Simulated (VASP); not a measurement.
A run of VASP 6.6.1:

File INCAR:

```
SYSTEM = SnO2
PREC = Accurate
ENCUT = 520
EDIFF = 1E-6
ISMEAR = 0
SIGMA = 0.05
LREAL = .FALSE.
LASPH = .TRUE.
NELM = 100
ALGO = Normal
ISIF = 2
LWAVE = .FALSE.
LCHARG = .FALSE.
GGA = PE
NBANDS = 35
```

The input KPOINTS:

```
regular mesh
0
G
  10 10 10
  0 0 0
```

File POSCAR:

```
SnO2
1.0
   -2.0262505044      2.0262505044      5.1806864801
    2.0262505044     -2.0262505044      5.1806864801
    2.0262505044      2.0262505044     -5.1806864801
Sn O
2 4
Direct
    0.7500000000      0.2500000000      0.5000000000
    0.0000000000      0.0000000000      0.0000000000
    0.8259051032      0.8259051032      0.0000000000
    0.9524019562      0.4524019562      0.5000000000
    0.2024019562      0.2024019562      0.0000000000
    0.5475980438      0.0475980438      0.5000000000
```

Potentials or basis: VASP PAW PBE potentials, release 64 (Sn_d, O).

Launch:

```sh
$ cat potpaw_PBE.64/Sn_d/POTCAR potpaw_PBE.64/O/POTCAR > POTCAR
$ mpirun -np 1 vasp_std > vasp.out
```

Hardware: 1 thread of Intel Xeon 8259CL, on a shared host.

Task: How long does it take, and how much memory?

Result: Run time: 18 min on 1 thread of Intel Xeon 8259CL, with other jobs on the host, peak memory 0.6 GiB. Counts: scf iterations 15, k points 171.
